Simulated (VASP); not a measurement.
Here is a VASP 6.6.1 calculation.

The input INCAR:

```
  PREC = Accurate
  ENCUT = 600
  EDIFF = 1E-7
  ISMEAR = 0
  SIGMA = 0.02
  LREAL = False
  LASPH = True
  NELM = 100
  ALGO = Normal
  ISIF = 3
  LWAVE = False
  LCHARG = False
  GGA = PE
  IBRION = 2
  NSW = 100
  EDIFFG = -0.01
```

KPOINTS

```
regular mesh
0
Gamma
  6 6 6
```

Contents of POSCAR:

```
K3SBr
1.0
    5.9353271808      0.0000000000      0.0000000000
    0.0000000000      5.9353271808      0.0000000000
    0.0000000000      0.0000000000      5.9353271808
K S Br
3 1 1
Direct
    0.0000000000      0.5000000000      0.0000000000
    0.0000000000      0.0000000000      0.5000000000
    0.5000000000      0.0000000000      0.0000000000
    0.5000000000      0.5000000000      0.5000000000
    0.0000000000      0.0000000000      0.0000000000
```

Potentials or basis: VASP PAW PBE potentials, release 64 (K_sv, S, Br).

Launch:

```bash
$ cat potpaw_PBE.64/K_sv/POTCAR potpaw_PBE.64/S/POTCAR potpaw_PBE.64/Br/POTCAR > POTCAR
$ mpirun -np 1 vasp_std > vasp.out
```

What does it give for the band gap on the k mesh?

0.99 eV.

Estimate the relaxed cell.

a = 5.973 Å, b = 5.973 Å, c = 5.973 Å, α = 90.00°, β = 90.00°, γ = 90.00°.

Estimate the relaxed volume.

42.62 Å³/atom.

Predict the space group after relaxing (to 0.1 Å).

Pm-3m (No. 221).

Final structure:
```cif
data_structure
_symmetry_space_group_name_H-M 'P 1'
_symmetry_Int_Tables_number 1
_cell_length_a 5.9731
_cell_length_b 5.9731
_cell_length_c 5.9731
_cell_angle_alpha 90.000
_cell_angle_beta 90.000
_cell_angle_gamma 90.000
_cell_volume 213.11
loop_
_atom_site_label
_atom_site_type_symbol
_atom_site_fract_x
_atom_site_fract_y
_atom_site_fract_z
_atom_site_occupancy
K1 K 0.00000 0.50000 0.00000 1
K2 K 0.00000 0.00000 0.50000 1
K3 K 0.50000 0.00000 0.00000 1
S1 S 0.50000 0.50000 0.50000 1
Br1 Br 0.00000 0.00000 0.00000 1
```

A k mesh can miss the band edges.
